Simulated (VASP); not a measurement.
Wanted: the native input for a VASP 6.6.1 run.

| Item | Value |
| --- | --- |
| Task | relaxation of cell and atoms |
| Functional | PBE |
| Potentials or basis | VASP PAW PBE potentials, release 64 (Mg, S) |
| Cutoff | 600 eV |
| k mesh | 6 × 6 × 1 |
| Occupations | gaussian, width 0.1 eV |
| Spin | no spin polarisation |
| Dipole correction | no |
| Further INCAR settings | ALGO = Normal; EDIFF = 1e-06; IBRION = 2; EDIFFG = -0.025; NSW = 80; ISIF = 3 |

The structure of Mg3S2 lies in POSCAR:

```
Mg3S2
1.0
    3.6938919109     -0.0045522268     -0.0322636509
   -1.8508882995      3.2170099792      0.0301972707
   -0.1548592232      0.0779554388     17.5669182453
Mg S
6 4
Direct
    0.3237942421      0.6665413723      0.8404337331
    0.6404577973      0.3567115834      0.3426433425
    0.6948470134      0.3868727256      0.1792491448
    0.3570588824      0.7245739526      0.6643567772
    0.0435486987      0.9703155018     -0.0109370892
    0.9726561184      0.0323466933      0.5060032426
    0.6137098992      0.3025385226      0.9064651409
    0.3551483844      0.6072487044      0.3984578039
    0.7157997128      0.3529312840      0.5830106995
    0.2829792513      0.5999196600      0.0903172047
```

These files were run (other wordings do the same):

INCAR

```
SYSTEM = Mg3S2
  PREC = Accurate
  ENCUT = 600
  EDIFF = 1E-6
  ISMEAR = 0
  SIGMA = 0.1
  LREAL = .FALSE.
  LASPH = .TRUE.
  NELM = 60
  ALGO = Normal
  ISIF = 3
  LWAVE = .FALSE.
  LCHARG = .FALSE.
  GGA = PE
  IBRION = 2
  NSW = 80
  EDIFFG = -0.025
```

KPOINTS

```
regular mesh
0
G
  6 6 1
  0 0 0
```

Potentials or basis: VASP PAW PBE potentials, release 64 (Mg, S).

Launch:

```sh
$ cat potpaw_PBE.64/Mg/POTCAR potpaw_PBE.64/S/POTCAR > POTCAR
$ mpirun -np 1 vasp_std > vasp.out
```

It gave:

```json
{
  "Relaxed volume": "19.98 Å³/atom",
  "Relaxed cell": "a = 3.650 Å, b = 3.647 Å, c = 17.814 Å, α = 100.13°, β = 91.95°, γ = 120.15°",
  "Space group after relaxing (to 0.1 Å)": "Cm (No. 8)",
  "Energy gained by relaxing": "273.5 meV/atom",
  "Ionic steps": "75",
  "Pressure after relaxing": "-0.1 GPa",
  "Largest force after relaxing": "0.025 eV/Å",
  "Band gap on the k mesh": "zero (bands 18 and 19 overlap by 0.43 eV)"
}
```

Caveat: semilocal functionals underestimate gaps, so a narrow gap can read as zero.

It took 88 min on 1 thread of Intel(R) Xeon(R) Platinum 8375C CPU @ 2.90GHz (Ice Lake), with other jobs on the host, peak memory 0.44 GiB.
